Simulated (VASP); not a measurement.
Runs of VASP 6.6.1 on HfO2. The structure is that of space group Fmm2 (No. 42), or close to it. The cells are those of the table. 

| cell | gap on the mesh (eV) | pressure (GPa) | largest force (eV/Å) |
| --- | --- | --- | --- |
| a = 3.509, b = 3.509, c = 3.692 Å, angles 58.3, 58.3, 63.5°, 3 atoms | (b) | 0.8 | 0.84 |
| a = 3.527, b = 3.527, c = 3.650 Å, angles 58.8, 58.8, 62.3°, 3 atoms | 3.03 | -0.3 | 0.89 |
| a = 3.611, b = 3.611, c = 3.483 Å, angles 61.2, 61.2, 57.7°, 3 atoms | 2.98 | -1.0 | 0.90 |
| a = 3.547, b = 3.547, c = 3.608 Å, angles 59.4, 59.4, 61.2°, 3 atoms | (a) | -1.0 | 0.92 |

Alike in all rows: task single point; level PBEsol; potentials or basis VASP PAW PBE potentials, release 64 (Hf_pv, O); no spin polarisation; k mesh 8 × 8 × 8; cutoff (eV) 520; smearing gaussian 0.05 eV.

**Question.** Estimate the missing entries.

**Answer.** (a) 3.45; (b) 2.52.

Caveats: the PAW data sets were made with another functional, which shifts forces and pressure a little; spin-orbit coupling is left out, which moves the levels of the heavy elements.

A k mesh can miss the band edges, and the runs leave out spin-orbit coupling on Hf.
